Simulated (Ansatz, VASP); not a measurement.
# Two plane-wave programs on Nb

POSCAR

```
Nb
1.0
    0.0000000000      2.1150000000      2.1150000000
    2.1150000000      0.0000000000      2.1150000000
    2.1150000000      2.1150000000      0.0000000000
Nb
1
Direct
    0.0000000000      0.0000000000      0.0000000000
```

INCAR.step1

```
  PREC = Accurate
  ENCUT = 520
  EDIFF = 1E-5
  ISMEAR = -1
  SIGMA = 0.05
  LREAL = F
  LASPH = T
  NELM = 80
  ALGO = Normal
  ISIF = 2
  LWAVE = T
  LCHARG = F
  NBANDS = 12
  GGA = PE
```

File INCAR.step2:

```
  PREC = Accurate
  ENCUT = 520
  EDIFF = 1E-6
  ISMEAR = -1
  SIGMA = 0.05
  LREAL = F
  LASPH = T
  NELM = 80
  ALGO = Normal
  ISIF = 2
  LWAVE = F
  LCHARG = F
  GGA = PE
  LHFCALC = T
  AEXX = 0.25
  PRECFOCK = Normal
  NBANDS = 12
  ISTART = 1
```

File KPOINTS:

```
regular mesh
0
Gamma
  6 6 6
```

input.yaml

```yaml
crystal:
  lattice:
    - [0.0, 2.115, 2.115]
    - [2.115, 0.0, 2.115]
    - [2.115, 2.115, 0.0]
  atoms:
    - { symbol: Nb, position: [0.0, 0.0, 0.0] }
hamiltonian:
  xc: pbe0
  pseudopotentials: { kind: paw }
kpoints:
  mp_grid: { grid: [6, 6, 6] }
scf:
  occupations: { method: fermi_dirac, width: 0.05 }
output:
  forces: true
  stress: true
  eigenvalues: true
```

Alike in both runs: task single point; functional PBE0; k mesh 6 × 6 × 6; occupations fermi-dirac, width 0.05 eV; no spin polarisation.

|  | VASP | Ansatz |
| --- | --- | --- |
| version | VASP 6.6.1 | Ansatz 0.2.0 |
| potentials or method | VASP PAW PBE potentials, release 64 (Nb_sv) | Ansatz PAW |
| plane-wave cutoff (eV) | 520 | 420 |
| valence electrons in the cell | 13 | 13 |

|  | VASP | Ansatz | Ansatz less VASP |
| --- | --- | --- | --- |
| gap on the k mesh at the Fermi level (eV) | none | none | - |
| pressure (GPa) | -5.3 | -2.3 | +3.03 |

A gap of «none» marks a metal or a gap that the smearing closes.

The k mesh is coarse, so the values compare programs but aren't converged.
